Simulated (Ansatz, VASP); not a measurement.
# Two plane-wave programs on Ta4GaSe8

```
Ta Ga Se
1.0
     0.00000    5.12543    5.12543
     5.12543    0.00000    5.12543
     5.12543    5.12543    0.00000
Ta Ga Se
4 1 8
Direct
  0.60274 0.60274 0.60274
  0.19179 0.60274 0.60274
  0.60274 0.60274 0.19179
  0.60274 0.19179 0.60274
  0.00000 0.00000 0.00000
  0.36293 0.36293 0.36293
  0.91120 0.36293 0.36293
  0.36293 0.36293 0.91120
  0.36293 0.91120 0.36293
  0.86430 0.86430 0.86430
  0.40710 0.86430 0.86430
  0.86430 0.86430 0.40710
  0.86430 0.40710 0.86430
```

Alike in both runs: functional LDA; k mesh 6 × 6 × 6; occupations gaussian, width 0.1 eV; no spin polarisation.

Ansatz relaxed the structure, and its values are those at the end. VASP's run is a single point on that final structure, the one shown.

|  | VASP | Ansatz |
| --- | --- | --- |
| version | VASP 6.6.1 | Ansatz 0.2.0 |
| potentials or method | VASP PAW LDA potentials, release 64 (Ta_pv, Ga_d, Se), cutoff 500 eV | scalar-relativistic, plane waves, PAW |
| valence electrons in the cell | 105 | 193 |

Ansatz gave:

* gap on the k mesh at the Fermi level (eV): none
* pressure (GPa): 0.0
* rms of the force components (eV/Å): 0.000

**Question.** What did VASP give for the same quantities?

**Answer.** gap on the k mesh at the Fermi level (eV): none; pressure (GPa): 0.5; rms of the force components (eV/Å): 0.033.

LDA's correlation is that of Perdew and Zunger in VASP and of Perdew and Wang (1992) in Ansatz. A gap of «none» marks a metal or a gap that the smearing closes. VASP's potentials hold 105 valence electrons a cell and Ansatz's 193, so a difference there can come from the potentials and not from the codes.

Neither program's run includes spin-orbit coupling.
